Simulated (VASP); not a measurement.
Set up this calculation in VASP 6.6.1, as the native input.

- Task: single point
- Functional: PBE
- Potentials or basis: VASP PAW PBE potentials, release 64 (Ba_sv)
- Cutoff: 520 eV
- k mesh: 12 × 12 × 4
- Occupations: gaussian, width 0.1 eV
- Spin: no spin polarisation
- Dipole correction: no
- Further INCAR settings: ALGO = Fast; EDIFF = 1e-06; NBANDS = 28

The structure of Ba lies in POSCAR:

```
Ba
1.0
    4.6611060256      0.0000000000      0.0000000000
   -2.3305530127      4.0366362279      0.0000000000
    0.0000000000      0.0000000000     15.1572724208
Ba
4
Direct
    0.0000000000      0.0000000000      0.0000000000
    0.3333333300      0.6666666700      0.2500000000
    0.0000000000      0.0000000000      0.5000000000
    0.6666666700      0.3333333300      0.7500000000
```

This isn't the form of Ba at room conditions, which is bcc.

This cell differs from its parent crystal: Ca replaced by Ba, lengths x 1.133, strained.

The input as run:

INCAR

```
PREC = Accurate ; ENCUT = 520
EDIFF = 1E-6 ; ISMEAR = 0
SIGMA = 0.1 ; LREAL = False
LASPH = True ; NELM = 100
ALGO = Fast ; ISIF = 2
LWAVE = False ; LCHARG = False
GGA = PE ; NBANDS = 28
```

KPOINTS

```
Automatic mesh
0
Gamma
  12 12 4
```

Potentials or basis: VASP PAW PBE potentials, release 64 (Ba_sv).

Command:

```sh
$ cat potpaw_PBE.64/Ba_sv/POTCAR > POTCAR
$ mpirun -np 1 vasp_std > vasp.out
```

It gave:

```yaml
Pressure: -0.7 GPa
Band_gap_on_the_k_mesh: zero (bands 20 and 21 overlap by 0.06 eV)
```

Caveat: the cell differs from its parent crystal (Ca replaced by Ba, lengths x 1.133, strained); spin-orbit coupling is left out, which moves the levels of the heavy elements.

Wall time 3.7 min on 1 thread of Intel(R) Xeon(R) 6975P-C (Granite Rapids), with other jobs on the host, peak memory 0.59 GiB.
